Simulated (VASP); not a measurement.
Wanted: the native input for a VASP 6.6.1 run.

| Quantity | Value |
| --- | --- |
| Task | relaxation of cell and atoms |
| Functional | PBE |
| Potentials or basis | VASP PAW PBE potentials, release 64 (B, Ru_pv) |
| Cutoff | 600 eV |
| k mesh | 10 × 10 × 10 |
| Occupations | gaussian, width 0.1 eV |
| Spin | no spin polarisation |
| Dipole correction | no |
| Further INCAR settings | ALGO = Fast; EDIFF = 1e-06; IBRION = 2; EDIFFG = -0.01; NSW = 100; ISIF = 3 |

The structure of BRu4 lies in POSCAR:

```
BRu4
1.0
   -2.5905750023      2.5905750023      2.5905750023
    2.5905750023     -2.5905750023      2.5905750023
    2.5905750023      2.5905750023     -2.5905750023
B Ru
1 4
Direct
    0.0000000000      0.0000000000      0.0000000000
    0.5000000000      0.5000000000      0.5000000000
    0.0000000000      0.0000000000      0.5000000000
    0.0000000000      0.5000000000      0.0000000000
    0.5000000000      0.0000000000      0.0000000000
```

The cell was generated, and may not be a known phase.

The input as run:

INCAR

```
SYSTEM = BRu4
PREC     = Accurate       ! precision mode
ENCUT    = 600            ! plane-wave cutoff, eV
EDIFF    = 1E-6           ! SCF threshold, eV
ISMEAR   = 0              ! smearing method
SIGMA    = 0.1            ! smearing width, eV
LREAL    = .False.        ! projectors in reciprocal space
LASPH    = .True.         ! aspherical terms in the spheres
NELM     = 80             ! most SCF steps
ALGO     = Fast           ! electronic algorithm
ISIF     = 3              ! what is computed and relaxed
LWAVE    = .False.        ! write WAVECAR
LCHARG   = .False.        ! write CHGCAR
GGA      = PE             ! functional
IBRION   = 2              ! ionic algorithm
NSW      = 100            ! ionic steps
EDIFFG   = -0.01          ! ionic threshold
```

KPOINTS

```
Automatic mesh
0
Gamma
  10 10 10
  0 0 0
```

Potentials or basis: VASP PAW PBE potentials, release 64 (B, Ru_pv).

The run is started by

```bash
$ cat potpaw_PBE.64/B/POTCAR potpaw_PBE.64/Ru_pv/POTCAR > POTCAR
$ mpirun -np 1 vasp_std > vasp.out
```

It gave:

```
Relaxed volume                        : 13.92 Å³/atom
Relaxed cell                          : a = 4.488 Å, b = 4.488 Å, c = 4.488 Å, α = 109.47°, β = 109.47°, γ = 109.47°
Space group after relaxing (to 0.1 Å) : Im-3m (No. 229)
Energy gained by relaxing             : 0.0 meV/atom
Ionic steps                           : 3
Pressure after relaxing               : 0.0 GPa
Band gap on the k mesh                : zero (an odd number of electrons rules out a gap without spin polarisation)
```

Run time: 6.3 min on 1 thread of AMD EPYC 7R43 64-Core Processor (Zen 3), on a shared host, peak memory 0.25 GiB.
